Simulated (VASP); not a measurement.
# AlSi23HO48 (a cell with a defect) in VASP: a series of runs

The runs below take AlSi23HO48 (a cell with a defect) through single point, with PBE+D3(BJ).

All numbers are computed with VASP 6.6.1; they aren't measurements. Logs are shortened: lines on timing, memory, paths and dates and some standing lists are left out, and cuts for length are marked.

### 1 The cell of the first run

The cell holds a defect, 73 atoms: a = 9.832 Å, b = 9.832 Å, c = 10.818 Å, α = 90.00°, β = 90.00°, γ = 120.00°.

### 2 Single point, PBE+D3(BJ)

File INCAR:

```
SYSTEM = AlSi23HO48
PREC = Accurate ; ENCUT = 520
EDIFF = 1E-6 ; ISMEAR = 0
SIGMA = 0.02 ; LREAL = Auto
LASPH = .True. ; NELM = 100
ALGO = Normal ; ISIF = 2
LWAVE = .False. ; LCHARG = .True.
GGA = PE ; IVDW = 12
LELF = .True. ; LVHAR = .True.
NBANDS = 234
```

File KPOINTS:

```
regular mesh
0
Gamma
  1 1 1
  0 0 0
```

File POSCAR:

```
AlSi23HO48
1.0
    9.8316000000      0.0000000000      0.0000000000
   -4.9158000000      8.5144150000      0.0000000000
    0.0000000000      0.0000000000     10.8182000000
Si O Al H
23 48 1 1
Direct
    0.2707910000      0.0001523800      0.1602280000
    0.0031078000      0.2738780000      0.3372560000
    0.2257670000      0.2327160000      0.0010558000
    0.2662600000      0.9963501000      0.6615830000
    0.9973292000      0.2695350000      0.8371510000
    0.2324570000      0.2240680000      0.4965950000
    0.2683800000      0.5020170000      0.1688810000
    0.0046040000      0.7704050000      0.3332450000
    0.2307490000      0.7280770000      0.9952677000
    0.9983032000      0.7660620000      0.8316270000
    0.2377440000      0.7355440000      0.4972600000
    0.7690230000      0.0099828000      0.1657910000
    0.4987680000      0.2630270000      0.3282030000
    0.7271050000      0.2349560000      0.9983316000
    0.7699370000      0.0028498000      0.6656050000
    0.4897170000      0.2690740000      0.8299280000
    0.7308480000      0.2336040000      0.5005640000
    0.7687620000      0.5019070000      0.1691910000
    0.5008740000      0.7728650000      0.3307920000
    0.7444360000      0.7446600000      0.0064547000
    0.7574780000      0.5006330000      0.6641390000
    0.5087570000      0.7701700000      0.8400500000
    0.7367760000      0.7400850000      0.4952760000
    0.0669990000      0.2014560000      0.4423840000
    0.2933680000      0.3635730000      0.1109120000
    0.1424440000      0.4380810000      0.2816240000
    0.2047280000      0.0687820000      0.0535790000
    0.3563660000      0.2834140000      0.3811320000
    0.4374350000      0.1364230000      0.2151890000
    0.0572690000      0.2009390000      0.9500830000
    0.3010870000      0.3461210000      0.6088230000
    0.1344440000      0.4335340000      0.7872490000
    0.2007330000      0.0538050000      0.5466670000
    0.3529940000      0.2961840000      0.8878520000
    0.4270900000      0.1377590000      0.7214780000
    0.0715580000      0.7136130000      0.4468100000
    0.3013150000      0.8671760000      0.0981760000
    0.1415890000      0.9302960000      0.2706040000
    0.2028910000      0.5674830000      0.0590350000
    0.3642020000      0.8036030000      0.3831170000
    0.4353540000      0.6407000000      0.2216290000
    0.0661520000      0.7023680000      0.9406990000
    0.3041460000      0.8641220000      0.6100360000
    0.1352720000      0.9272650000      0.7715610000
    0.2152660000      0.5737100000      0.5473820000
    0.3559620000      0.7787600000      0.8802220000
    0.4552200000      0.6206830000      0.7368980000
    0.5674600000      0.2010270000      0.4380930000
    0.7921120000      0.3639660000      0.1091680000
    0.6354010000      0.4319020000      0.2765330000
    0.6982380000      0.0688910000      0.0545700000
    0.8699110000      0.3055760000      0.3976290000
    0.9302700000      0.1514330000      0.2220930000
    0.5657320000      0.2155110000      0.9399210000
    0.7780370000      0.3568910000      0.6150950000
    0.6163690000      0.4405850000      0.7689160000
    0.7068080000      0.0694810000      0.5556000000
    0.8542380000      0.2926750000      0.8876010000
    0.9311320000      0.1375530000      0.7265500000
    0.5713950000      0.7143480000      0.4420600000
    0.8084990000      0.8785630000      0.1125620000
    0.6388960000      0.9375190000      0.2749870000
    0.7126420000      0.5782480000      0.0609500000
    0.8670440000      0.8013900000      0.3856450000
    0.9344440000      0.6342550000      0.2273320000
    0.5771530000      0.7178900000      0.9544130000
    0.7978400000      0.8654860000      0.6093110000
    0.6340290000      0.9297530000      0.7728060000
    0.7053340000      0.5729530000      0.5507980000
    0.8663110000      0.8003780000      0.8909460000
    0.9205510000      0.6317050000      0.7255820000
    0.2600150000      0.4856160000      0.6635380000
    0.5141130900      0.5596023200      0.7490592400
```

Potentials or basis: VASP PAW PBE potentials, release 64 (Si, O, Al, H).

The run is started by

```
$ cat potpaw_PBE.64/Si/POTCAR potpaw_PBE.64/O/POTCAR potpaw_PBE.64/Al/POTCAR potpaw_PBE.64/H/POTCAR > POTCAR
$ mpirun -np 1 vasp_gam > vasp.out
```

OUTCAR:

```text
SYSTEM = AlSi23HO48
   PREC = Accurate
   ENCUT = 520
   EDIFF = 1E-6
   ISMEAR = 0
   LREAL = Auto
   LASPH = .True.
   NELM = 100
   ISIF = 2
   GGA = PE
   IVDW = 12
 IVDW          = 12

 ion  position               nearest neighbor table
   1  0.271  0.000  0.160-  29 1.62  38 1.62  37 1.63  27 1.63  13 3.04   3 3.07   9 3.07   8 3.09

   2  0.003  0.274  0.337-  26 1.62  24 1.63  52 1.63  53 1.63   7 3.05  17 3.06   6 3.07  12 3.08

   3  0.226  0.233  0.001-  30 1.62  27 1.62  25 1.63  34 1.64   5 3.02  16 3.06   7 3.06   1 3.07
[... 33 lines left out ...]
  20  0.744  0.745  0.006-  63 1.62  61 1.62  70 1.63  66 1.63  12 3.03  22 3.04  10 3.05  18 3.07

  21  0.757  0.501  0.664-  55 1.61  71 1.61  69 1.62  56 1.65  16 3.06  23 3.07  17 3.07  10 3.09

  22  0.509  0.770  0.840-  68 1.60  46 1.61  66 1.61  47 1.71  20 3.04   9 3.05  15 3.08
  23  0.737  0.740  0.495-  60 1.62  64 1.62  69 1.63  67 1.63   8 3.05  15 3.06  19 3.07  21 3.07

  24  0.067  0.201  0.442-   2 1.63   6 1.64
  25  0.293  0.364  0.111-   7 1.63   3 1.63
  26  0.142  0.438  0.282-   2 1.62   7 1.62
  27  0.205  0.069  0.054-   3 1.62   1 1.63
  28  0.356  0.283  0.381-  13 1.62   6 1.64
  29  0.437  0.136  0.215-   1 1.62  13 1.63
[... 15 lines left out ...]
  45  0.215  0.574  0.547-  11 1.59  72 1.70
  46  0.356  0.779  0.880-  22 1.61   9 1.64
  47  0.455  0.621  0.737-  73 1.03  22 1.71  72 1.88
  48  0.567  0.201  0.438-  17 1.62  13 1.63
  49  0.792  0.364  0.109-  18 1.62  14 1.63
  50  0.635  0.432  0.277-  18 1.62  13 1.63
  51  0.698  0.069  0.055-  14 1.63  12 1.63
  52  0.870  0.306  0.398-  17 1.63   2 1.63
  53  0.930  0.151  0.222-  12 1.62   2 1.63
[... 16 lines left out ...]
  70  0.866  0.800  0.891-  20 1.63  10 1.63
  71  0.921  0.632  0.726-  21 1.61  10 1.62
  72  0.260  0.486  0.664-  45 1.70  32 1.72  31 1.72  47 1.88   5 3.04   6 3.04  11 3.14
  73  0.514  0.560  0.749-  47 1.03

  LATTYP: Found a hexagonal cell.
 ALAT       =     9.8316000000
 C/A-ratio  =     1.1003498922

  Lattice vectors:

 A1 = (   9.8316000000,   0.0000000000,   0.0000000000)
 A2 = (  -4.9158000000,   8.5144150000,   0.0000000000)
 A3 = (   0.0000000000,   0.0000000000,  10.8182000000)

Analysis of symmetry for initial positions (statically):
=====================================================================
 Subroutine PRICEL returns:
 Original cell was already a primitive cell.

 Routine SETGRP: Setting up the symmetry group for a
 hexagonal supercell.

 Subroutine GETGRP returns: Found  1 space group operations
 (whereof  1 operations were pure point group operations)
 out of a pool of 24 trial point group operations.

The static configuration has the point symmetry C_1 .

Analysis of symmetry for dynamics (positions and initial velocities):
[... 236 lines left out ...]
   ISYM   =      2    0-nonsym 1-usesym 2-fastsym
   POTIM  = 0.5000    time-step for ionic-motion
   TEBEG  =    0.0;   TEEND  =   0.0 temperature during run
   PSTRESS=    0.0 pullay stress
   NELECT =     384.0000    total number of electrons
   NUPDOWN=      -1.0000    fix difference up-down
   EMIN   =  10.00;   EMAX   =-10.00  energy-range for DOS
   EFERMI =   0.00;   METHOD = LEGACY
   ISMEAR =     0;   SIGMA  =   0.02  broadening in eV -4-tet -1-fermi 0-gaus
   EFERMI_NEDOS =   21; number of points for ismear=-14 and -15
   IALGO  =     38    algorithm
   IMIX   =      4    mixing-type and parameters
     AMIX     =   0.40;   BMIX     =  1.00
     AMIX_MAG =   1.60;   BMIX_MAG =  1.00
  volume/ion in A,a.u.               =      12.41        83.72
  Fermi-wavevector in a.u.,A,eV,Ry     =   1.229912  2.324196 20.581296  1.512683
  Thomas-Fermi vector in A             =   2.364781
   LORBIT       =      0    0 simple, 1 ext, 2 COOP (PROOUT), +10 PAW based schemes
   GGA     = PE    functional components
   LHFCALC =     F    Hartree Fock is set to
   AEXX    =    0.0000 exact exchange contribution
   IVDW    =    12    specifies the selected vdW correction
   LEPSILON=     F    determine dielectric tensor
   LRPA    =     F    only Hartree local field effects (RPA)
 non-spin polarized calculation
 Gauss-broadening in eV      SIGMA  =   0.02
  energy-cutoff  :      520.00
  volume of cell :      905.60
 maximum number of plane-waves:     12195
 NGX is ok and might be reduce to    80
   NGX = 37   NGY = 37   NGZ = 41

 number of electron     384.0000040 magnetization

 Free energy of the ion-electron system (eV)
  ---------------------------------------------------
  ext. energy  EPLUGINS =         0.00000000
  ---------------------------------------------------
  free energy    TOTEN  =      -570.22584680 eV

  energy without entropy =     -570.22584680  energy(sigma->0) =     -570.22584680

 E-fermi :   1.6744     XC(G=0):  -9.2675

 val. band max:        1.5071421995   @ k =   0.0000   0.0000   0.0000
 cond. band min:       6.8754896634   @ k =   0.0000   0.0000   0.0000
 fundamental gap:      5.3683474639
 Fermi energy:         1.6744184871

 k-point     1 :       0.0000    0.0000    0.0000
  band No.  band energies     occupation
      1     -18.4857      2.00000
      2     -18.1133      2.00000
      3     -17.8500      2.00000
      4     -17.7661      2.00000
      5     -17.7308      2.00000
      6     -17.7101      2.00000
[... 196 lines left out ...]
    203       9.9250      0.00000
    204       9.9903      0.00000
 [bands above 204 left out]

------------------------ aborting loop because EDIFF is reached ----------------------------------------

 Edisp (eV)  -10.39476

 E8    (eV) :    -3.5305

  FORCE on cell =-STRESS in cart. coord.  units (eV):
  Direction    XX          YY          ZZ          XY          YZ          ZX
  --------------------------------------------------------------------------------------
  -------------------------------------------------------------------------------------
  Total       1.03236     4.90304     5.76296     1.28312    -0.81887    -0.66639
  in kB       1.82646     8.67446    10.19583     2.27009    -1.44874    -1.17898
  external pressure =        6.90 kB  Pullay stress =        0.00 kB

 VOLUME and BASIS-vectors are now :
 -----------------------------------------------------------------------------
  energy-cutoff  :      520.00
  volume of cell :      905.60
      direct lattice vectors                 reciprocal lattice vectors
     9.831600000  0.000000000  0.000000000     0.101712844  0.058723941  0.000000000
    -4.915800000  8.514415000  0.000000000     0.000000000  0.117447881  0.000000000
     0.000000000  0.000000000 10.818200000     0.000000000  0.000000000  0.092436819

 POSITION                                       TOTAL-FORCE (eV/Angst)
 -----------------------------------------------------------------------------------
      2.66156      0.00130      1.73338         0.016443     -0.010809     -0.001303
     -1.31577      2.33191      3.64850        -0.003072      0.017858     -0.003482
      1.07567      1.98144      0.01142        -0.007746     -0.011521      0.007716
     -2.28010      8.48334      7.15714         0.014096     -0.005840      0.007715
      8.48036      2.29493      9.05647        -0.011189     -0.014342     -0.003590
      1.18395      1.90781      5.37226        -0.021720     -0.026639     -0.028899
[... 65 lines left out ...]
      0.16917      4.13474      7.17829         0.066970      0.072338      0.047234
      2.30366      4.76469      8.10347        -0.939811      0.538395     -0.141558
 -----------------------------------------------------------------------------------
    total drift:                               -0.013308     -0.037596     -0.028914

  FREE ENERGIE OF THE ION-ELECTRON SYSTEM (eV)
  ---------------------------------------------------
  free  energy   TOTEN  =      -580.6206034682 eV

  energy  without entropy=     -580.6206034682  energy(sigma->0) =     -580.62060347
```

Wall time 15 min (1 thread of Intel Xeon 8259CL, shared host); peak memory 0.97 GiB.

What came out:

```yaml
Free_energy: -580.6206 eV
Pressure: 0.7 GPa
Largest_force: 1.100 eV/Å
Band_gap_on_the_k_mesh: 5.37 eV
Dispersion_energy_per_atom: -0.142 eV
```

Forces on the atoms (eV/Å):
```
Si   0.016 -0.011 -0.001
Si  -0.003  0.018 -0.003
Si  -0.008 -0.012  0.008
Si   0.014 -0.006  0.008
Si  -0.011 -0.014 -0.004
Si  -0.022 -0.027 -0.029
Si   0.010  0.003 -0.005
Si  -0.008  0.021 -0.003
Si   0.012 -0.012 -0.025
Si   0.000  0.016  0.011
Si  -0.006 -0.002 -0.001
Si   0.017 -0.003 -0.002
Si  -0.005  0.012  0.000
Si  -0.001 -0.021  0.012
Si  -0.003 -0.017  0.018
Si  -0.028 -0.061  0.033
Si  -0.001 -0.025 -0.002
Si   0.014  0.001 -0.003
Si   0.002  0.011  0.000
Si  -0.034 -0.009 -0.002
Si   0.071  0.028 -0.056
Si  -0.013 -0.084 -0.087
Si  -0.019  0.001  0.001
O    0.003  0.001  0.007
O    0.000 -0.011 -0.007
O    0.000  0.000  0.002
O    0.005  0.001  0.001
O   -0.009 -0.003  0.007
O    0.003  0.007  0.005
O   -0.012 -0.002 -0.004
O    0.005  0.018  0.028
O    0.016  0.036 -0.021
O    0.003 -0.002 -0.007
O    0.008  0.003 -0.004
O    0.003  0.020  0.002
O    0.006  0.004  0.005
O   -0.008 -0.002  0.003
O    0.005 -0.003 -0.002
O    0.008 -0.007  0.007
O   -0.016 -0.002  0.002
O    0.000  0.006  0.001
O   -0.014  0.006 -0.003
O   -0.002 -0.005 -0.007
O    0.011  0.005 -0.010
O    0.013 -0.036  0.015
O   -0.036  0.001  0.031
O    0.931 -0.566  0.148
O   -0.006  0.007 -0.001
O   -0.008 -0.006 -0.005
O    0.006  0.003  0.004
O    0.001  0.004 -0.001
O   -0.007 -0.003  0.001
O   -0.004  0.008  0.004
O   -0.006  0.018 -0.016
O   -0.016  0.002  0.014
O   -0.071  0.055  0.000
O    0.002  0.009 -0.006
O    0.000 -0.005 -0.003
O    0.001  0.016  0.015
O    0.000  0.006 -0.005
O   -0.003  0.001  0.005
O    0.003 -0.001  0.000
O    0.013 -0.010  0.003
O   -0.001 -0.009  0.000
O   -0.003  0.010  0.005
O    0.031  0.006  0.034
O    0.007 -0.011 -0.009
O    0.024  0.034 -0.020
O    0.008 -0.009  0.014
O    0.001 -0.007 -0.003
O   -0.020 -0.005  0.001
Al   0.067  0.072  0.047
H   -0.940  0.538 -0.142
```

Stress tensor (GPa, compression positive):
```
 0.18  0.23 -0.12
 0.23  0.87 -0.14
-0.12 -0.14  1.02
```

Caveat: the k points lie up to 0.74 Å⁻¹ apart.

### 3 Single point, PBE+D3(BJ)

File INCAR:

```
  PREC = Accurate
  ENCUT = 520
  EDIFF = 1E-7
  ISMEAR = 0
  SIGMA = 0.02
  LREAL = Auto
  LASPH = T
  NELM = 60
  ALGO = Normal
  ISIF = 2
  LWAVE = F
  LCHARG = T
  GGA = PE
  IVDW = 12
  LELF = T
  LVHAR = T
  NBANDS = 234
```

File KPOINTS:

```
regular mesh
0
Gamma
  1 1 1
```

Changes to POSCAR since step 2:

```diff
@@ -80,2 +80,2 @@
     0.2600150000      0.4856160000      0.6635380000
-    0.5141130900      0.5596023200      0.7490592400
+    0.5186873100      0.5548581900      0.7500038000
```

Potentials or basis: VASP PAW PBE potentials, release 64 (Si, O, Al, H).

The run is started by

```
$ cat potpaw_PBE.64/Si/POTCAR potpaw_PBE.64/O/POTCAR potpaw_PBE.64/Al/POTCAR potpaw_PBE.64/H/POTCAR > POTCAR
$ mpirun -np 1 vasp_gam > vasp.out
```

It took 18 min on 1 thread of Intel Xeon 8259CL, shared host; peak memory 0.97 GiB.

The run converged. Its results:

```yaml
Free_energy: -580.4626 eV
Pressure: 0.6 GPa
Largest_force: 2.659 eV/Å
Band_gap_on_the_k_mesh: 5.32 eV
Dispersion_energy_per_atom: -0.142 eV
```

Forces on the atoms (eV/Å):
```
Si   0.020 -0.021  0.001
Si   0.006  0.019 -0.003
Si  -0.030 -0.011  0.026
Si   0.006 -0.034 -0.015
Si   0.008  0.002 -0.024
Si  -0.030 -0.015 -0.018
Si   0.006  0.014 -0.009
Si  -0.004  0.023 -0.002
Si   0.046 -0.008 -0.050
Si   0.011  0.041  0.040
Si   0.014 -0.019  0.009
Si   0.018 -0.012 -0.001
Si  -0.014  0.011 -0.003
Si   0.036 -0.031  0.030
Si  -0.020 -0.047  0.048
Si  -0.098 -0.249  0.122
Si   0.012 -0.058 -0.027
Si   0.016  0.007  0.003
Si   0.002  0.005  0.006
Si  -0.085  0.005 -0.005
Si   0.207  0.107 -0.208
Si   0.042 -0.271 -0.231
Si  -0.054  0.033  0.004
O    0.000 -0.001  0.003
O    0.005 -0.018 -0.013
O   -0.002 -0.003  0.002
O    0.006  0.007 -0.006
O   -0.002 -0.005  0.003
O    0.005  0.009  0.004
O   -0.005 -0.005  0.000
O    0.017 -0.022  0.006
O   -0.015  0.006 -0.008
O    0.009 -0.005 -0.003
O    0.052  0.014 -0.030
O    0.020  0.071  0.021
O   -0.003  0.005  0.003
O   -0.014  0.006  0.010
O    0.004 -0.002 -0.002
O    0.005 -0.012  0.015
O   -0.018  0.002 -0.002
O    0.000  0.004  0.001
O   -0.030  0.004 -0.010
O   -0.012  0.010 -0.002
O    0.012  0.006 -0.011
O   -0.010 -0.032 -0.007
O   -0.083  0.021  0.072
O    2.272 -1.336  0.356
O   -0.003  0.012  0.007
O   -0.012 -0.008 -0.010
O    0.008  0.002  0.004
O   -0.006  0.014 -0.006
O   -0.016  0.000  0.009
O   -0.006  0.010  0.003
O   -0.026  0.047 -0.053
O   -0.051  0.027  0.059
O   -0.252  0.196  0.002
O   -0.005  0.025 -0.014
O   -0.021 -0.003  0.002
O    0.003  0.019  0.015
O    0.008  0.006 -0.012
O    0.004  0.005  0.010
O    0.003  0.003 -0.002
O    0.020 -0.020 -0.001
O    0.001 -0.015  0.002
O   -0.005  0.007  0.003
O    0.076  0.022  0.096
O    0.021 -0.014 -0.021
O    0.039  0.090 -0.026
O    0.023 -0.046  0.055
O    0.014 -0.015 -0.014
O   -0.049 -0.042 -0.003
Al   0.185  0.163  0.120
H   -2.282  1.304 -0.318
```

Stress tensor (GPa, compression positive):
```
-0.11  0.41 -0.18
 0.41  0.78 -0.16
-0.18 -0.16  1.02
```

Levels at points of the mesh, in eV from the valence-band top:
| k point | band 189 | band 190 | band 191 | band 192 | band 193 | band 194 | band 195 | band 196 |
| --- | --- | --- | --- | --- | --- | --- | --- | --- |
| (0.00, 0.00, 0.00) | -0.40 | -0.36 | -0.23 | 0.00 | 5.32 | 6.97 | 7.38 | 7.59 |

Caveat: the k points lie up to 0.74 Å⁻¹ apart.

### 4 Single point, PBE+D3(BJ)

File INCAR:

```
SYSTEM = AlSi23HO48
PREC = Accurate
ENCUT = 520
EDIFF = 1E-6
ISMEAR = 0
SIGMA = 0.02
LREAL = Auto
LASPH = .TRUE.
NELM = 80
ALGO = Normal
ISIF = 2
LWAVE = .FALSE.
LCHARG = .FALSE.
GGA = PE
IVDW = 12
NBANDS = 234
```

File KPOINTS:

```
regular mesh
0
G
  1 1 1
  0 0 0
```

Changes to POSCAR since step 3:

```diff
@@ -80,2 +80,2 @@
     0.2600150000      0.4856160000      0.6635380000
-    0.5186873100      0.5548581900      0.7500038000
+    0.5244050900      0.5489280200      0.7511845100
```

The run is started by

```
$ cat potpaw_PBE.64/Si/POTCAR potpaw_PBE.64/O/POTCAR potpaw_PBE.64/Al/POTCAR potpaw_PBE.64/H/POTCAR > POTCAR
$ mpirun -np 1 vasp_gam > vasp.out
```

Wall time 16 min (1 thread of Intel Xeon 8259CL, shared host); peak memory 0.97 GiB.

Results (log left out):

```
Free energy                : -580.1614 eV
Pressure                   : 0.5 GPa
Largest force              : 3.237 eV/Å
Band gap on the k mesh     : 5.24 eV
Dispersion energy per atom : -0.142 eV
```

Forces on the atoms (eV/Å):
```
Si   0.025 -0.037  0.004
Si   0.021  0.022 -0.002
Si  -0.063 -0.010  0.051
Si  -0.006 -0.078 -0.047
Si   0.036  0.026 -0.053
Si  -0.042  0.004 -0.002
Si   0.001  0.029 -0.016
Si   0.002  0.027 -0.001
Si   0.096 -0.003 -0.089
Si   0.026  0.078  0.083
Si   0.044 -0.045  0.026
Si   0.021 -0.024 -0.001
Si  -0.028  0.010 -0.009
Si   0.092 -0.046  0.057
Si  -0.045 -0.090  0.093
Si  -0.210 -0.536  0.259
Si   0.032 -0.108 -0.064
Si   0.018  0.017  0.010
Si   0.003 -0.003  0.015
Si  -0.160  0.024 -0.011
Si   0.412  0.232 -0.444
Si   0.103 -0.537 -0.449
Si  -0.105  0.079  0.011
O   -0.004 -0.004 -0.002
O    0.012 -0.029 -0.020
O   -0.004 -0.008  0.003
O    0.007  0.014 -0.014
O    0.008 -0.007 -0.004
O    0.008  0.014  0.003
O    0.005 -0.010  0.007
O    0.034 -0.078 -0.025
O   -0.060 -0.037  0.010
O    0.017 -0.010  0.004
O    0.120  0.029 -0.069
O    0.046  0.148  0.048
O   -0.015  0.006 -0.001
O   -0.025  0.018  0.022
O    0.003  0.000 -0.003
O    0.001 -0.020  0.027
O   -0.020  0.007 -0.006
O    0.000  0.001  0.002
O   -0.054  0.001 -0.021
O   -0.028  0.032  0.004
O    0.013  0.007 -0.013
O   -0.045 -0.027 -0.040
O   -0.154  0.050  0.134
O    2.776 -1.598  0.465
O    0.001  0.018  0.018
O   -0.017 -0.012 -0.018
O    0.010  0.002  0.005
O   -0.017  0.028 -0.011
O   -0.031  0.004  0.021
O   -0.008  0.012  0.004
O   -0.055  0.090 -0.108
O   -0.105  0.063  0.126
O   -0.544  0.421  0.006
O   -0.016  0.050 -0.027
O   -0.053 -0.001  0.009
O    0.005  0.023  0.015
O    0.021  0.006 -0.022
O    0.014  0.011  0.017
O    0.005  0.009 -0.005
O    0.030 -0.035 -0.005
O    0.004 -0.024  0.005
O   -0.008  0.003  0.001
O    0.138  0.043  0.181
O    0.041 -0.019 -0.038
O    0.063  0.172 -0.036
O    0.046 -0.101  0.114
O    0.034 -0.026 -0.029
O   -0.092 -0.099 -0.011
Al   0.346  0.300  0.224
H   -2.728  1.533 -0.366
```

Stress tensor (GPa, compression positive):
```
-0.32  0.54 -0.24
 0.54  0.72 -0.20
-0.24 -0.20  1.03
```

Levels at points of the mesh, in eV from the valence-band top:
| k point | band 188 | band 189 | band 190 | band 191 | band 192 | band 193 | band 194 | band 195 | band 196 | band 197 |
| --- | --- | --- | --- | --- | --- | --- | --- | --- | --- | --- |
| (0.00, 0.00, 0.00) | -0.49 | -0.42 | -0.36 | -0.23 | 0.00 | 5.24 | 6.63 | 7.36 | 7.56 | 7.67 |

Caveat: the k points lie up to 0.74 Å⁻¹ apart.

(Continued in part 2 of 2.)
